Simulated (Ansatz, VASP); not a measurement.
One calculation of AlCu3, two programs

The input INCAR:

```
  PREC = Accurate
  ENCUT = 520
  EDIFF = 1E-6
  ISMEAR = 0
  SIGMA = 0.1
  LREAL = False
  LASPH = True
  NELM = 100
  ALGO = Fast
  ISIF = 2
  LWAVE = False
  LCHARG = True
  GGA = PS
  LELF = True
  LVHAR = True
  NBANDS = 26
```

Contents of KPOINTS:

```
regular mesh
0
Gamma
  12 12 12
```

File POSCAR:

```
AlCu3
1.0
    0.0000000000      2.8543425212      2.8543425212
    2.8543425212      0.0000000000      2.8543425212
    2.8543425212      2.8543425212      0.0000000000
Al Cu
1 3
Direct
    0.0000000000      0.0000000000      0.0000000000
    0.5000000000      0.5000000000      0.5000000000
    0.2500000000      0.2500000000      0.2500000000
    0.7500000000      0.7500000000      0.7500000000
```

Input for Ansatz:

```yaml
crystal:
  lattice:
    - [0.0, 2.854342511, 2.854342511]
    - [2.854342511, 0.0, 2.854342511]
    - [2.854342511, 2.854342511, 0.0]
  atoms:
    - { symbol: Al, position: [0.0, 0.0, 0.0] }
    - { symbol: Cu, position: [0.5, 0.5, 0.5] }
    - { symbol: Cu, position: [0.25, 0.25, 0.25] }
    - { symbol: Cu, position: [0.75, 0.75, 0.75] }
basis:
  ecutwfc: 420
kpoints:
  mp_grid: { grid: [12, 12, 12] }
hamiltonian:
  xc: pbesol
scf:
  occupations: { method: gaussian, width: 0.1 }
output:
  forces: true
  stress: true
  eigenvalues: true
```

Alike in both runs: task single point; functional PBEsol; k mesh 12 × 12 × 12; occupations gaussian, width 0.1 eV; no spin polarisation.

```csv
,VASP,Ansatz
version,VASP 6.6.1,Ansatz 0.2.0
potentials or method,"VASP PAW PBE potentials, release 64 (Al, Cu), cutoff 520 eV","scalar-relativistic, plane waves, PAW"
valence electrons in the cell,36,60
```

|  | VASP | Ansatz | Ansatz less VASP |
| --- | --- | --- | --- |
| gap on the k mesh at the Fermi level (eV) | none | none | - |
| pressure (GPa) | 5.5 | 5.0 | -0.50 |

VASP's potentials were made for PBE, not for PBEsol. A gap of «none» marks a metal or a gap that the smearing closes. VASP's potentials hold 36 valence electrons a cell and Ansatz's 60, so a difference there can come from the potentials and not from the codes.
